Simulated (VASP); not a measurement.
CuO:

```
Cu O
1.0
     2.55255    0.00000    0.00000
     0.00000    2.55255    0.00000
     0.00000    0.00000    2.55255
Cu O
1 1
Direct
  0.00000 0.00000 0.00000
  0.50000 0.50000 0.50000
```

| Quantity | Value |
| --- | --- |
| Program | VASP 6.6.1 |
| Task | relaxation of cell and atoms |
| Functional | PBEsol |
| Potentials or basis | VASP PAW PBE potentials, release 64 (Cu, O) |
| Cutoff | 600 eV |
| k mesh | 8 × 8 × 8 |
| Occupations | fermi-dirac, width 0.05 eV |
| Spin | no spin polarisation |

At the start: pressure 10.0 GPa; volume 8.32 Å³/atom.

Question: How do energy, volume and symmetry change on relaxing?

Answer: Over 3 steps the energy falls by 11.3 meV/atom and the volume is 8.69 Å³/atom (+4.6 %); space group Pm-3m (No. 221, to 0.05 Å).

The path:
| step | energy change (eV) | largest force (eV/Å) | pressure (GPa) | volume (Å³) |
| --- | --- | --- | --- | --- |
| 1 | 0.0000 | 0.0000 | 9.99 | 16.63 |
| 2 | -0.0133 | 0.0000 | -5.51 | 17.91 |
| 3 | -0.0226 | 0.0000 | 0.05 | 17.39 |

Final structure:
```
Cu O
1.0
     2.59073    0.00000    0.00000
     0.00000    2.59073    0.00000
     0.00000    0.00000    2.59073
Cu O
1 1
Cartesian
  0.0000 0.0000 0.0000
  1.2954 1.2954 1.2954
```

Caveat: the PAW data sets were made with another functional, which shifts forces and pressure a little; an odd number of electrons without spin polarisation forces a metal; a magnetic or distorted state may lie lower.
